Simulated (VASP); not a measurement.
# Ga2Sb2CO in VASP: single point with PBE+D3(BJ)

Aim: the single point of Ga2Sb2CO with PBE+D3(BJ).

Program: VASP 6.6.1. These are calculated values, not measurements. Logs are shortened: lines on timing, memory, paths and dates and some standing lists are left out, and cuts for length are marked.

### Step 1. The cell of the first run

The cell holds a slab with vacuum, 6 atoms: a = 4.334 Å, b = 4.334 Å, c = 23.620 Å, α = 90.00°, β = 90.00°, γ = 120.00°.

### Step 2. Single point, PBE+D3(BJ)

INCAR

```
PREC     = Accurate       # precision mode
ENCUT    = 520            # plane-wave cutoff, eV
EDIFF    = 1E-6           # SCF threshold, eV
ISMEAR   = 0              # smearing method
SIGMA    = 0.1            # smearing width, eV
LREAL    = False          # projectors in reciprocal space
LASPH    = True           # aspherical terms in the spheres
NELM     = 120            # most SCF steps
ALGO     = Normal         # electronic algorithm
ISIF     = 2              # what is computed and relaxed
LWAVE    = False          # write WAVECAR
LCHARG   = False          # write CHGCAR
LDIPOL   = True         
IDIPOL   = 3            
DIPOL    = 0.5 0.5 0.352
GGA      = PE             # functional
IVDW     = 12             # dispersion correction
NBANDS   = 42             # bands
GGA_COMPAT= False        
NELMDL   = -8
```

KPOINTS

```
regular mesh
0
Gamma
  6 6 1
```

POSCAR

```
Ga2Sb2CO
1.0
    4.3343814647      0.0000000000      0.0000000000
   -2.1671907324      3.7536844581      0.0000000000
    0.0000000000      0.0000000000     23.6197422994
Sb Ga O C
2 2 1 1
Direct
    0.0000000000      0.0000000000      0.1693498578
    0.3333333333      0.6666666667      0.3259656336
    0.3333333333      0.6666666667      0.2068080104
    0.6666666667      0.3333333333      0.3585874135
    1.0000000000      1.0000000000      0.5025347927
    1.0000000000      1.0000000000      0.5512228768
```

Potentials or basis: VASP PAW PBE potentials, release 64 (Sb_d_GW, Ga_d, O, C).

Run with:

```
$ cat potpaw_PBE.64/Sb_d_GW/POTCAR potpaw_PBE.64/Ga_d/POTCAR potpaw_PBE.64/O/POTCAR potpaw_PBE.64/C/POTCAR > POTCAR
$ mpirun -np 1 vasp_std > vasp.out
```

OUTCAR:

```text
PREC = Accurate
   ENCUT = 520
   EDIFF = 1E-6
   ISMEAR = 0
   LREAL = False
   LASPH = True
   NELM = 120
   ISIF = 2
   GGA = PE
   IVDW = 12
   NELMDL = -8
 IVDW          = 12

 ion  position               nearest neighbor table
   1  0.000  0.000  0.169-   3 2.65   3 2.65   3 2.65
   2  0.333  0.667  0.326-   4 2.62   4 2.62   4 2.62   3 2.81
   3  0.333  0.667  0.207-   1 2.65   1 2.65   1 2.65   2 2.81
   4  0.667  0.333  0.359-   2 2.62   2 2.62   2 2.62
   5  0.000  0.000  0.503-   6 1.15
   6  0.000  0.000  0.551-   5 1.15

  LATTYP: Found a hexagonal cell.
 ALAT       =     4.3343814647
 C/A-ratio  =     5.4493916818

  Lattice vectors:

 A1 = (   4.3343814647,   0.0000000000,   0.0000000000)
 A2 = (  -2.1671907324,   3.7536844581,   0.0000000000)
 A3 = (   0.0000000000,   0.0000000000,  23.6197422994)

Analysis of symmetry for initial positions (statically):
=====================================================================
 Subroutine PRICEL returns:
 Original cell was already a primitive cell.

 Routine SETGRP: Setting up the symmetry group for a
 hexagonal supercell.

 Subroutine GETGRP returns: Found  6 space group operations
 (whereof  6 operations were pure point group operations)
 out of a pool of 24 trial point group operations.

The static configuration has the point symmetry C_3v.

Analysis of symmetry for dynamics (positions and initial velocities):
=====================================================================
 Subroutine PRICEL returns:
 Original cell was already a primitive cell.

 Routine SETGRP: Setting up the symmetry group for a
 hexagonal supercell.

 Subroutine GETGRP returns: Found  6 space group operations
 (whereof  6 operations were pure point group operations)
 out of a pool of 24 trial point group operations.

The dynamic configuration has the point symmetry C_3v.

 Subroutine INISYM returns: Found  6 space group operations
 (whereof  6 operations are pure point group operations),
 and found     1 'primitive' translations

----------------------------------------------------------------------------------------

                                     Primitive cell

  volume of cell :     384.2909

  direct lattice vectors                    reciprocal lattice vectors
     4.334381465  0.000000000  0.000000000     0.230713427  0.133202459  0.000000000
    -2.167190732  3.753684458  0.000000000     0.000000000  0.266404918  0.000000000
     0.000000000  0.000000000 23.619742299     0.000000000  0.000000000  0.042337464

  length of vectors
     4.334381465  4.334381465 23.619742299     0.266404918  0.266404918  0.042337464

  position of ions in fractional coordinates (direct lattice)
     0.000000000  0.000000000  0.169349858
     0.333333333  0.666666667  0.325965634
     0.333333333  0.666666667  0.206808010
     0.666666667  0.333333333  0.358587413
     0.000000000  0.000000000  0.502534793
     0.000000000  0.000000000  0.551222877

  ion indices of the primitive-cell ions
   primitive index   ion index
                 1           1
                 2           2
                 3           3
                 4           4
                 5           5
                 6           6

----------------------------------------------------------------------------------------

 KPOINTS: regular mesh

Automatic generation of k-mesh.
 Grid dimensions read from file:
 generate k-points for:    6    6    1

 Generating k-lattice:

  Cartesian coordinates                     Fractional coordinates (reciprocal lattice)
     0.038452238  0.022200410  0.000000000     0.166666667  0.000000000  0.000000000
     0.000000000  0.044400820  0.000000000     0.000000000  0.166666667  0.000000000
     0.000000000  0.000000000  0.042337464     0.000000000  0.000000000  1.000000000

  Length of vectors
     0.044400820  0.044400820  0.042337464

  Shift w.r.t. Gamma in fractional coordinates (k-lattice)
     0.000000000  0.000000000  0.000000000

 Subroutine IBZKPT returns following result:
 ===========================================

 Found      7 irreducible k-points:

 Following reciprocal coordinates:
            Coordinates               Weight
  0.000000  0.000000  0.000000      1.000000
  0.166667  0.000000  0.000000      6.000000
  0.333333  0.000000  0.000000      6.000000
  0.500000  0.000000  0.000000      3.000000
  0.166667  0.166667  0.000000      6.000000
  0.333333  0.166667  0.000000     12.000000
  0.333333  0.333333  0.000000      2.000000
   k-points           NKPTS =      7   k-points in BZ     NKDIM =      7   number of bands    NBANDS=     42
   number of dos      NEDOS =    301   number of ions     NIONS =      6
   total plane-waves  NPLWV = 184320
   dimension x,y,z NGX =    32 NGY =   32 NGZ =  180
   dimension x,y,z NGXF=    64 NGYF=   64 NGZF=  360
   ions per type =               2   2   1   1
   NGX,Y,Z   is equivalent  to a cutoff of  12.27, 12.27, 12.67 a.u.
   NGXF,Y,Z  is equivalent  to a cutoff of  24.55, 24.55, 25.34 a.u.
 SYSTEM =  unknown system
   PREC   = accura    normal or accurate (medium, high low for compatibility)
   ISTART =      0    job   : 0-new  1-cont  2-samecut
   ICHARG =      2    charge: 1-file 2-atom 10-const
   ISPIN  =      1    spin polarized calculation?
   LNONCOLLINEAR =      F non collinear calculations
   LSORBIT =      F    spin-orbit coupling
   LASPH  =      T    aspherical Exc in radial PAW
   ENCUT  =  520.0 eV  38.22 Ry    6.18 a.u.   8.06  8.06 43.92*2*pi/ulx,y,z
   NELM   =    120;   NELMIN=  2; NELMDL= -8     # of ELM steps
   EDIFF  = 0.1E-05   stopping-criterion for ELM
   LREAL  =      F    real-space projection
   EDIFFG = 0.1E-04   stopping-criterion for IOM
   NSW    =      0    number of steps for IOM
   IBRION =     -1    ionic relax: 0-MD 1-quasi-New 2-CG
   NFREE  =      0    steps in history (QN), initial steepest desc. (CG)
   ISIF   =      2    stress and relaxation
   ISYM   =      2    0-nonsym 1-usesym 2-fastsym
   POTIM  = 0.5000    time-step for ionic-motion
   TEBEG  =    0.0;   TEEND  =   0.0 temperature during run
   PSTRESS=    0.0 pullay stress
   NELECT =      66.0000    total number of electrons
   NUPDOWN=      -1.0000    fix difference up-down
   EMIN   =  10.00;   EMAX   =-10.00  energy-range for DOS
   EFERMI =   0.00;   METHOD = LEGACY
   ISMEAR =     0;   SIGMA  =   0.10  broadening in eV -4-tet -1-fermi 0-gaus
   EFERMI_NEDOS =   21; number of points for ismear=-14 and -15
   IALGO  =     38    algorithm
   IMIX   =      4    mixing-type and parameters
     AMIX     =   0.40;   BMIX     =  1.00
     AMIX_MAG =   1.60;   BMIX_MAG =  1.00
  volume/ion in A,a.u.               =      64.05       432.22
  Fermi-wavevector in a.u.,A,eV,Ry     =   0.909989  1.719630 11.266711  0.828080
  Thomas-Fermi vector in A             =   2.034098
   LORBIT       =      0    0 simple, 1 ext, 2 COOP (PROOUT), +10 PAW based schemes
   GGA     = PE    functional components
   LHFCALC =     F    Hartree Fock is set to
   AEXX    =    0.0000 exact exchange contribution
   IVDW    =    12    specifies the selected vdW correction
   LEPSILON=     F    determine dielectric tensor
   LRPA    =     F    only Hartree local field effects (RPA)
 non-spin polarized calculation
 Gauss-broadening in eV      SIGMA  =   0.10
  energy-cutoff  :      520.00
  volume of cell :      384.29
 maximum number of plane-waves:     10378
   NGX = 17   NGY = 17   NGZ = 87

 dipolmoment           0.000000      0.000000      0.000062 electrons x Angstroem

 number of electron      66.0000007 magnetization

 dipolmoment           0.000000      0.000000     -0.093985 electrons x Angstroem

 Free energy of the ion-electron system (eV)
  ---------------------------------------------------
  ext. energy  EPLUGINS =         0.00000000
  ---------------------------------------------------
  free energy    TOTEN  =       -28.31223905 eV

  energy without entropy =      -28.30580436  energy(sigma->0) =      -28.30902171

 E-fermi :  -1.2963     XC(G=0):  -4.2125

 val. band max:       -1.3113292255   @ k =   0.0000   0.0000   0.0000
 cond. band min:      -1.2780569422   @ k =   0.3333   0.3333   0.0000
 fundamental gap:      0.0332722833
 Fermi energy:        -1.2963009672

 k-point     1 :       0.0000    0.0000    0.0000
  band No.  band energies     occupation
      1     -30.5362      2.00000
      2     -30.5219      2.00000
      3     -30.5219      2.00000
      4     -30.5073      2.00000
      5     -30.5073      2.00000
      6     -29.5688      2.00000
[... 34 lines left out ...]
     41       2.1953      0.00000
     42       2.6457      0.00000

 k-point     2 :       0.1667    0.0000    0.0000
  band No.  band energies     occupation
      1     -30.5356      2.00000
      2     -30.5222      2.00000
      3     -30.5214      2.00000
      4     -30.5074      2.00000
      5     -30.5066      2.00000
      6     -29.5689      2.00000
[... 34 lines left out ...]
     41       2.5655      0.00000
     42       2.6508      0.00000

 k-point     3 :       0.3333    0.0000    0.0000
  band No.  band energies     occupation
      1     -30.5344      2.00000
      2     -30.5229      2.00000
      3     -30.5205      2.00000
      4     -30.5076      2.00000
      5     -30.5053      2.00000
      6     -29.5693      2.00000
[... 34 lines left out ...]
     41       3.4668      0.00000
     42       3.5229      0.00000

 k-point     4 :       0.5000    0.0000    0.0000
  band No.  band energies     occupation
      1     -30.5339      2.00000
      2     -30.5232      2.00000
      3     -30.5202      2.00000
      4     -30.5077      2.00000
      5     -30.5045      2.00000
      6     -29.5695      2.00000
[... 34 lines left out ...]
     41       3.6612      0.00000
     42       4.0252      0.00000

 k-point     5 :       0.1667    0.1667    0.0000
  band No.  band energies     occupation
      1     -30.5346      2.00000
      2     -30.5226      2.00000
      3     -30.5209      2.00000
      4     -30.5074      2.00000
      5     -30.5058      2.00000
      6     -29.5689      2.00000
[... 34 lines left out ...]
     41       2.8174      0.00000
     42       3.1436      0.00000

 k-point     6 :       0.3333    0.1667    0.0000
  band No.  band energies     occupation
      1     -30.5337      2.00000
      2     -30.5229      2.00000
      3     -30.5206      2.00000
      4     -30.5073      2.00000
      5     -30.5051      2.00000
      6     -29.5687      2.00000
[... 34 lines left out ...]
     41       3.4921      0.00000
     42       3.9000      0.00000

 k-point     7 :       0.3333    0.3333    0.0000
  band No.  band energies     occupation
      1     -30.5333      2.00000
      2     -30.5224      2.00000
      3     -30.5211      2.00000
      4     -30.5061      2.00000
      5     -30.5061      2.00000
      6     -29.5674      2.00000
[... 34 lines left out ...]
     41       4.0420      0.00000
     42       4.2934      0.00000

------------------------ aborting loop because EDIFF is reached ----------------------------------------

 vacuum level on the upper side and lower side of the slab       (xc-potential included)        -0.565         0.503

 Edisp (eV)   -0.98468

 E8    (eV) :    -0.4590

  FORCE on cell =-STRESS in cart. coord.  units (eV):
  Direction    XX          YY          ZZ          XY          YZ          ZX
  --------------------------------------------------------------------------------------
  -------------------------------------------------------------------------------------
  Total      -0.12027    -0.12027    -1.24479     0.00000     0.00000     0.00000
  in kB      -0.50143    -0.50143    -5.18977     0.00000     0.00000     0.00000
  external pressure =       -2.06 kB  Pullay stress =        0.00 kB

 VOLUME and BASIS-vectors are now :
 -----------------------------------------------------------------------------
  energy-cutoff  :      520.00
  volume of cell :      384.29
      direct lattice vectors                 reciprocal lattice vectors
     4.334381465  0.000000000  0.000000000     0.230713427  0.133202459  0.000000000
    -2.167190732  3.753684458  0.000000000     0.000000000  0.266404918  0.000000000
     0.000000000  0.000000000 23.619742299     0.000000000  0.000000000  0.042337464

 POSITION                                       TOTAL-FORCE (eV/Angst)
 -----------------------------------------------------------------------------------
      0.00000      0.00000      4.00000         0.000000      0.000000      0.170330
     -0.00000      2.50246      7.69922         0.000000      0.000000     -0.005474
     -0.00000      2.50246      4.88475        -0.000000      0.000000     -0.149526
      2.16719      1.25123      8.46974         0.000000      0.000000      0.018217
      0.00000      0.00000     11.86974         0.000000      0.000000      0.665040
      0.00000      0.00000     13.01974         0.000000      0.000000     -0.698586
 -----------------------------------------------------------------------------------
    total drift:                               -0.000001      0.000000     -0.006965

  FREE ENERGIE OF THE ION-ELECTRON SYSTEM (eV)
  ---------------------------------------------------
  free  energy   TOTEN  =       -29.2969189121 eV

  energy  without entropy=      -29.2904842250  energy(sigma->0) =      -29.29370157

 vacuum level on the upper side and lower side of the slab         2.525         3.572
```

Wall time 2.4 min (1 thread of AMD EPYC 9R45 (Zen 5), shared host); peak memory 0.52 GiB.

Results:

- Free energy: -29.2969 eV
- Largest force: 0.699 eV/Å
- Band gap on the k mesh: 0.03 eV (least direct gap 0.15 eV)
- Dispersion energy per atom: -0.164 eV

Forces on the atoms (eV/Å):
```
Sb   0.000  0.000  0.170
Sb   0.000  0.000 -0.005
Ga   0.000  0.000 -0.150
Ga   0.000  0.000  0.018
O    0.000  0.000  0.665
C    0.000  0.000 -0.699
```

Levels at points of the mesh, in eV from the valence-band top:
```tsv
k point	band 29	band 30	band 31	band 32	band 33	band 34	band 35	band 36	band 37	band 38
(0.00, 0.00, 0.00)	-2.12	-1.13	-1.13	0.00	0.00	0.15	0.89	1.50	1.50	1.74
(0.50, 0.00, 0.00)	-5.65	-2.53	-2.46	-1.30	-1.20	0.39	0.73	1.19	1.36	1.67
```

Caveat: semilocal functionals underestimate gaps, and a narrow one can read as zero; spin-orbit coupling is left out, which moves the levels of the heavy elements.
